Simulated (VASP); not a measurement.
Write the native input for VASP 6.6.1 that does the following.

```yaml
Task: single point
Functional: PBE
Potentials_or_basis: VASP PAW PBE potentials, release 64 (Tl_d)
Cutoff: 520 eV
k_mesh: 18 × 18 × 10
Occupations: gaussian, width 0.15 eV
Spin: no spin polarisation
Dipole_correction: no
Further_INCAR_settings: ALGO = Fast; EDIFF = 1e-06; NBANDS = 20
```

The structure of Tl lies in POSCAR:

```
Tl
1.0
    3.4559983565      0.0000000000      0.0000000000
   -1.7279991783      2.9929823722      0.0000000000
    0.0000000000      0.0000000000      5.8150625000
Tl
2
Direct
    0.3333333333      0.6666666667      0.2500000000
    0.6666666667      0.3333333333      0.7500000000
```

This cell differs from its parent crystal: strain +0.0525 x Voigt [0, 0, 1, 0, 0, 0].

The input as run:

INCAR

```
SYSTEM = Tl
ALGO = Fast
EDIFF = 1E-6
ENCUT = 520
GGA = PE
ISIF = 2
ISMEAR = 0
LASPH = .True.
LCHARG = .False.
LREAL = .False.
LWAVE = .False.
NBANDS = 20
NELM = 80
PREC = Accurate
SIGMA = 0.15
```

KPOINTS

```
k-points
0
Gamma
  18 18 10
  0 0 0
```

Potentials or basis: VASP PAW PBE potentials, release 64 (Tl_d).

Launch:

```console
$ cat potpaw_PBE.64/Tl_d/POTCAR > POTCAR
$ mpirun -np 1 vasp_std > vasp.out
```

Results of the run:

```
Pressure               : 1.2 GPa
Band gap on the k mesh : zero (bands 13 and 14 overlap by 4.96 eV)
```

Caveat: the cell differs from its parent crystal (strain +0.0525 x Voigt [0, 0, 1, 0, 0, 0]); spin-orbit coupling is left out, which moves the levels of the heavy elements.

It took 4 min on 1 thread of Intel Xeon 8259CL (shared host), peak memory 0.35 GiB.
